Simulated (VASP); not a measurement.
**Pd: single point with PBE**

Pd:

```
CELL_PARAMETERS angstrom
0.00000 1.97109 1.97109
1.97109 0.00000 1.97109
1.97109 1.97109 0.00000
ATOMIC_POSITIONS crystal
Pd 0.00000 0.00000 0.00000
```

| Property | Result |
| --- | --- |
| Program | VASP 6.6.1 |
| Task | single point |
| Functional | PBE |
| Potentials or basis | VASP PAW PBE potentials, release 64 (Pd) |
| Cutoff | 520 eV |
| k mesh | 47 × 47 × 47 |
| Occupations | fermi-dirac, width 0.0612256 eV |
| Spin | no spin polarisation |
| Dipole correction | no |
| Further INCAR settings | ALGO = Normal; EDIFF = 1e-07; NBANDS = 11 |

```
Pressure               : -0.1 GPa
Band gap on the k mesh : zero (band 5 reaches 9.42 eV, above the bottom of band 6 at 7.94 eV)
```

Levels at points of the mesh, in eV from the Fermi level:
```
           k point  band 3  band 4  band 5  band 6  band 7  band 8
(0.00, 0.00, 0.00)   -2.68   -2.68   -1.17   -1.17   17.16   21.72
```

Wall time 8.6 min on 1 thread of AMD EPYC 7R43 64-Core Processor (Zen 3) (shared host), peak memory 0.49 GiB.
